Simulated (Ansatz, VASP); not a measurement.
# Cu: VASP beside Ansatz

```
Cu
1.0
     1.21480   -3.95985    0.00000
     1.21480    3.95985    0.00000
     0.00000    0.00000    2.46771
Cu
2
Direct
  0.13385 0.86615 0.25000
  0.86615 0.13385 0.75000
```

Alike in both runs: functional PBEsol; k mesh 18 × 18 × 16; occupations gaussian, width 0.1 eV; no spin polarisation.

Ansatz relaxed the structure, and its values are those at the end. VASP's run is a single point on that final structure, the one shown.

|  | VASP | Ansatz |
| --- | --- | --- |
| version | VASP 6.6.1 | Ansatz 0.2.0 |
| potentials or method | VASP PAW PBE potentials, release 64 (Cu), cutoff 520 eV | scalar-relativistic, plane waves, PAW |
| valence electrons in the cell | 22 | 38 |

```tsv
	VASP	Ansatz	Ansatz less VASP
gap on the k mesh at the Fermi level (eV)	none	none	-
pressure (GPa)	0.7	0.0	-0.71
```

VASP's potentials were made for PBE, not for PBEsol. A gap of «none» marks a metal or a gap that the smearing closes. With one functional, cell and mesh, what is left measures potentials, basis and numerics. VASP's potentials hold 22 valence electrons a cell and Ansatz's 38, so a difference there can come from the potentials and not from the codes.
